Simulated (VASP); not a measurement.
# CuAu (R-3m) in VASP: single point with PBEsol

Aim: the single point of CuAu with PBEsol.

Everything below comes from runs of VASP 6.6.1. Logs are shortened: lines on timing, memory, paths and dates and some standing lists are left out, and cuts for length are marked.

### 1 The cell of the first run

Symmetry: R-3m, No. 166, trigonal system. The conventional cell has a = 2.924 Å, b = 2.924 Å, c = 12.937 Å, α = 90.00°, β = 90.00°, γ = 120.00°. Within 3.6 Å of Au (site symmetry -3m) lie 6 Cu at 2.74 Å and 6 Au at 2.92 Å. Cu (site symmetry -3m) has 6 Au at 2.74 Å and 6 Cu at 2.92 Å within 3.6 Å.

### 2 Single point, PBEsol

Contents of INCAR:

```
PREC     = Accurate       # precision mode
ENCUT    = 520            # plane-wave cutoff, eV
EDIFF    = 1E-6           # SCF threshold, eV
ISMEAR   = -1             # smearing method
SIGMA    = 0.05           # smearing width, eV
LREAL    = F              # projectors in reciprocal space
LASPH    = T              # aspherical terms in the spheres
NELM     = 100            # most SCF steps
ALGO     = Normal         # electronic algorithm
ISIF     = 2              # what is computed and relaxed
LWAVE    = F              # write WAVECAR
LCHARG   = F              # write CHGCAR
GGA      = PS             # functional
NBANDS   = 18             # bands
```

Contents of KPOINTS:

```
Automatic mesh
0
Gamma
  11 11 11
```

Contents of POSCAR:

```
CuAu
1.0
    1.4620466157      0.8441130071      4.3121794307
   -1.4620466157      0.8441130071      4.3121794307
    0.0000000000     -1.6882260143      4.3121794307
Au Cu
1 1
Direct
    0.0000000000      0.0000000000      0.0000000000
    0.5000000000      0.5000000000      0.5000000000
```

Potentials or basis: VASP PAW PBE potentials, release 64 (Au, Cu).

Run with:

```bash
> cat potpaw_PBE.64/Au/POTCAR potpaw_PBE.64/Cu/POTCAR > POTCAR
> mpirun -np 1 vasp_std > vasp.out
```

OUTCAR:

```text
PREC = Accurate
   ENCUT = 520
   EDIFF = 1E-6
   ISMEAR = -1
   LREAL = F
   LASPH = T
   NELM = 100
   ISIF = 2
   GGA = PS

 ion  position               nearest neighbor table
   1  0.000  0.000  0.000-   2 2.74   2 2.74   2 2.74   2 2.74   2 2.74   2 2.74
   2  0.500  0.500  0.500-   1 2.74   1 2.74   1 2.74   1 2.74   1 2.74   1 2.74

  LATTYP: Found a trigonal (rhomboedric) cell.
 ALAT       =     4.6308744874
 COS(alpha) =     0.8006453295

  Lattice vectors:

 A1 = (   1.4620466157,   0.8441130071,   4.3121794307)
 A2 = (  -1.4620466157,   0.8441130071,   4.3121794307)
 A3 = (   0.0000000000,  -1.6882260143,   4.3121794307)

Analysis of symmetry for initial positions (statically):
=====================================================================
 Subroutine PRICEL returns:
 Original cell was already a primitive cell.

 Routine SETGRP: Setting up the symmetry group for a
 trigonal (rhombohedral) supercell.

 Subroutine GETGRP returns: Found 12 space group operations
 (whereof 12 operations were pure point group operations)
 out of a pool of 12 trial point group operations.

The static configuration has the point symmetry D_3d.

Analysis of symmetry for dynamics (positions and initial velocities):
=====================================================================
 Subroutine PRICEL returns:
 Original cell was already a primitive cell.

 Routine SETGRP: Setting up the symmetry group for a
 trigonal (rhombohedral) supercell.

 Subroutine GETGRP returns: Found 12 space group operations
 (whereof 12 operations were pure point group operations)
 out of a pool of 12 trial point group operations.

The dynamic configuration has the point symmetry D_3d.

 Subroutine INISYM returns: Found 12 space group operations
 (whereof 12 operations are pure point group operations),
 and found     1 'primitive' translations

----------------------------------------------------------------------------------------

                                     Primitive cell

  volume of cell :      31.9308

  direct lattice vectors                    reciprocal lattice vectors
     1.462046616  0.844113007  4.312179431     0.341986360  0.197445917  0.077300432
    -1.462046616  0.844113007  4.312179431    -0.341986360  0.197445917  0.077300432
     0.000000000 -1.688226014  4.312179431     0.000000000 -0.394891834  0.077300432

  length of vectors
     4.630874487  4.630874487  4.630874487     0.402386527  0.402386527  0.402386527

  position of ions in fractional coordinates (direct lattice)
     0.000000000  0.000000000  0.000000000
     0.500000000  0.500000000  0.500000000

  ion indices of the primitive-cell ions
   primitive index   ion index
                 1           1
                 2           2

----------------------------------------------------------------------------------------

 KPOINTS: Automatic mesh

Automatic generation of k-mesh.
 Grid dimensions read from file:
 generate k-points for:   11   11   11

 Generating k-lattice:

  Cartesian coordinates                     Fractional coordinates (reciprocal lattice)
     0.031089669  0.017949629  0.007027312     0.090909091  0.000000000  0.000000000
    -0.031089669  0.017949629  0.007027312     0.000000000  0.090909091  0.000000000
     0.000000000 -0.035899258  0.007027312     0.000000000  0.000000000  0.090909091

  Length of vectors
     0.036580593  0.036580593  0.036580593

  Shift w.r.t. Gamma in fractional coordinates (k-lattice)
     0.000000000  0.000000000  0.000000000

 Subroutine IBZKPT returns following result:
 ===========================================

 Found    146 irreducible k-points:

 Following reciprocal coordinates:
            Coordinates               Weight
  0.000000  0.000000  0.000000      1.000000
  0.090909  0.000000  0.000000      6.000000
  0.181818  0.000000  0.000000      6.000000
  0.272727  0.000000 -0.000000      6.000000
  0.363636  0.000000  0.000000      6.000000
  0.454545  0.000000  0.000000      6.000000
[... 16 lines left out ...]
 -0.272727  0.181818  0.000000     12.000000
 -0.181818  0.181818  0.000000      6.000000
 [... further k-points ...]
   k-points           NKPTS =    146   k-points in BZ     NKDIM =    146   number of bands    NBANDS=     18
   number of dos      NEDOS =    301   number of ions     NIONS =      2
   total plane-waves  NPLWV =  46656
   dimension x,y,z NGX =    36 NGY =   36 NGZ =   36
   dimension x,y,z NGXF=    72 NGYF=   72 NGZF=   72
   ions per type =               1   1
   NGX,Y,Z   is equivalent  to a cutoff of  12.92, 12.92, 12.92 a.u.
   NGXF,Y,Z  is equivalent  to a cutoff of  25.85, 25.85, 25.85 a.u.
 SYSTEM =  unknown system
   PREC   = accura    normal or accurate (medium, high low for compatibility)
   ISTART =      0    job   : 0-new  1-cont  2-samecut
   ICHARG =      2    charge: 1-file 2-atom 10-const
   ISPIN  =      1    spin polarized calculation?
   LNONCOLLINEAR =      F non collinear calculations
   LSORBIT =      F    spin-orbit coupling
   LASPH  =      T    aspherical Exc in radial PAW
   ENCUT  =  520.0 eV  38.22 Ry    6.18 a.u.   8.61  8.61  8.61*2*pi/ulx,y,z
   NELM   =    100;   NELMIN=  2; NELMDL= -5     # of ELM steps
   EDIFF  = 0.1E-05   stopping-criterion for ELM
   LREAL  =      F    real-space projection
   EDIFFG = 0.1E-04   stopping-criterion for IOM
   NSW    =      0    number of steps for IOM
   IBRION =     -1    ionic relax: 0-MD 1-quasi-New 2-CG
   NFREE  =      0    steps in history (QN), initial steepest desc. (CG)
   ISIF   =      2    stress and relaxation
   ISYM   =      2    0-nonsym 1-usesym 2-fastsym
   POTIM  = 0.5000    time-step for ionic-motion
   TEBEG  =    0.0;   TEEND  =   0.0 temperature during run
   PSTRESS=    0.0 pullay stress
   NELECT =      22.0000    total number of electrons
   NUPDOWN=      -1.0000    fix difference up-down
   EMIN   =  10.00;   EMAX   =-10.00  energy-range for DOS
   EFERMI =   0.00;   METHOD = LEGACY
   ISMEAR =    -1;   SIGMA  =   0.05  broadening in eV -4-tet -1-fermi 0-gaus
   EFERMI_NEDOS =   21; number of points for ismear=-14 and -15
   IALGO  =     38    algorithm
   IMIX   =      4    mixing-type and parameters
     AMIX     =   0.40;   BMIX     =  1.00
     AMIX_MAG =   1.60;   BMIX_MAG =  1.00
  volume/ion in A,a.u.               =      15.97       107.74
  Fermi-wavevector in a.u.,A,eV,Ry     =   1.445925  2.732402 28.445688  2.090699
  Thomas-Fermi vector in A             =   2.564052
   LORBIT       =      0    0 simple, 1 ext, 2 COOP (PROOUT), +10 PAW based schemes
   GGA     = PS    functional components
   LHFCALC =     F    Hartree Fock is set to
   AEXX    =    0.0000 exact exchange contribution
   IVDW    =     0    specifies the selected vdW correction
   LEPSILON=     F    determine dielectric tensor
   LRPA    =     F    only Hartree local field effects (RPA)
 non-spin polarized calculation
  energy-cutoff  :      520.00
  volume of cell :       31.93
 maximum number of plane-waves:       883
   NGX = 17   NGY = 17   NGZ = 17

 number of electron      21.9999996 magnetization

 Free energy of the ion-electron system (eV)
  ---------------------------------------------------
  ext. energy  EPLUGINS =         0.00000000
  ---------------------------------------------------
  free energy    TOTEN  =        -8.07533765 eV

  energy without entropy =       -8.06745383  energy(sigma->0) =       -8.07139574

 E-fermi :   7.3018     XC(G=0): -12.2877

 val. band max:        7.2989190371   @ k =   0.1818   0.0909   0.0909
 cond. band min:       7.3096000341   @ k =   0.0000   0.0000   0.0000
 fundamental gap:      0.0106809970
 Fermi energy:         7.3018340846

 k-point     1 :       0.0000    0.0000    0.0000
  band No.  band energies     occupation
      1      -1.7981      2.00000
      2       1.1822      2.00000
      3       2.7718      2.00000
      4       2.7718      2.00000
      5       3.7045      2.00000
      6       3.7045      2.00000
[... 10 lines left out ...]
     17      24.5407      0.00000
     18      26.9147      0.00000

 k-point     2 :       0.0909    0.0000    0.0000
  band No.  band energies     occupation
      1      -1.5532      2.00000
      2       1.3208      2.00000
      3       2.6819      2.00000
      4       2.9183      2.00000
      5       3.5175      2.00000
      6       3.7114      2.00000
[... 10 lines left out ...]
     17      24.0537      0.00000
     18      25.4232      0.00000

 k-point     3 :       0.1818    0.0000    0.0000
  band No.  band energies     occupation
      1      -0.8562      2.00000
      2       1.6598      2.00000
      3       2.5243      2.00000
      4       3.0491      2.00000
      5       3.3182      2.00000
      6       3.7411      2.00000
[... 10 lines left out ...]
     17      22.9417      0.00000
     18      24.0789      0.00000

 k-point     4 :       0.2727    0.0000   -0.0000
  band No.  band energies     occupation
      1       0.1265      2.00000
      2       1.8144      2.00000
      3       2.5569      2.00000
      4       2.7774      2.00000
      5       3.6487      2.00000
      6       4.0233      2.00000
[... 375 lines left out ...]
      4       2.9274      2.00000
      5       3.3497      2.00000
      6       4.4276      2.00000
[... 10 lines left out ...]
     17      17.3056      0.00000
     18      22.7320      0.00000

 k-point    23 :      -0.2727    0.1818    0.0000
  band No.  band energies     occupation
      1       1.4746      2.00000
      2       2.0912      2.00000
      3       2.1699      2.00000
      4       2.8384      2.00000
      5       3.1511      2.00000
      6       4.4902      2.00000
[... 10 lines left out ...]
     17      17.8722      0.00000
     18      25.2325      0.00000

 k-point    24 :      -0.1818    0.1818    0.0000
  band No.  band energies     occupation
      1       0.6461      2.00000
      2       2.1334      2.00000
      3       2.3740      2.00000
      4       2.3761      2.00000
      5       3.3420      2.00000
      6       4.5171      2.00000
[... 10 lines left out ...]
     17      19.4126      0.00000
     18      26.2825      0.00000

 [... further k-points ...]

------------------------ aborting loop because EDIFF is reached ----------------------------------------

  FORCE on cell =-STRESS in cart. coord.  units (eV):
  Direction    XX          YY          ZZ          XY          YZ          ZX
  --------------------------------------------------------------------------------------
  -------------------------------------------------------------------------------------
  Total       -2.5032079     -2.5032079     -2.3283196     -0.0000000      0.0000000     -0.0000000
  in kB     -125.6023076   -125.6023076   -116.8270178     -0.0000000      0.0000000     -0.0000000
  external PRESSURE =    -122.6772110 kB  Pullay stress =       0.0000000 kB

 VOLUME and BASIS-vectors are now :
 -----------------------------------------------------------------------------
  energy-cutoff  :      520.00
  volume of cell :       31.93
      direct lattice vectors                 reciprocal lattice vectors
     1.462046616  0.844113007  4.312179431     0.341986360  0.197445917  0.077300432
    -1.462046616  0.844113007  4.312179431    -0.341986360  0.197445917  0.077300432
     0.000000000 -1.688226014  4.312179431     0.000000000 -0.394891834  0.077300432

 POSITION                                       TOTAL-FORCE (eV/Angst)
 -----------------------------------------------------------------------------------
      0.00000      0.00000      0.00000        -0.000000      0.000000     -0.000000
      0.00000     -0.00000      6.46827         0.000000     -0.000000      0.000000
 -----------------------------------------------------------------------------------
    total drift:                                0.000000     -0.000000      0.000000

  FREE ENERGIE OF THE ION-ELECTRON SYSTEM (eV)
  ---------------------------------------------------
  free  energy   TOTEN  =        -8.0753376512 eV

  energy  without entropy=       -8.0674538298  energy(sigma->0) =       -8.07139574
```

It took 1.9 min on 1 thread of Intel Xeon Platinum 8375C at 2.90GHz (Ice Lake), shared host; peak memory 0.27 GiB.

What came out:

| Item | Value |
| --- | --- |
| Free energy | -8.0753 eV |
| Pressure | -12.3 GPa |
| Band gap on the k mesh | zero (bands 11 and 12 overlap by 4.06 eV) |

Caveat: the cell stands under tension; the PAW data sets were made with another functional, which shifts forces and pressure a little; spin-orbit coupling is left out, which moves the levels of the heavy elements.
